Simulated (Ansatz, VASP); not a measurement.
# Rb: VASP beside Ansatz

```xyz
2
Lattice="0.0000 4.5929 4.5929 4.5929 0.0000 4.5929 4.5929 4.5929 0.0000" Properties=species:S:1:pos:R:3 pbc="T T T"
Rb   -1.1482   -1.1482   -1.1482
Rb    1.1482    1.1482    1.1482
```

Alike in both runs: task relaxation of cell and atoms; functional LDA; k mesh 7 × 7 × 7; occupations fermi-dirac, width 0.08 eV; no spin polarisation.

|  | VASP | Ansatz |
| --- | --- | --- |
| version | VASP 6.6.1 | Ansatz 0.2.0 |
| potentials or method | VASP PAW LDA potentials, release 64 (Rb_sv) | PAW with Ansatz's default frozen-core files, scalar-relativistic |
| plane-wave cutoff (eV) | 600 | 420 |
| valence electrons in the cell | 18 | 18 |

|  | VASP | Ansatz | Ansatz less VASP |
| --- | --- | --- | --- |
| relaxed volume (Å³/atom) | 119.19 | 118.43 | -0.762 |
| relaxed cell length with the largest relative difference (Å) | 6.960 | 6.945 | -0.0149 |

LDA's correlation is that of Perdew and Zunger in VASP and of Perdew and Wang (1992) in Ansatz.

Noted on VASP's run: the volume moved by over 15 % at a fixed basis, so the end points are rough.
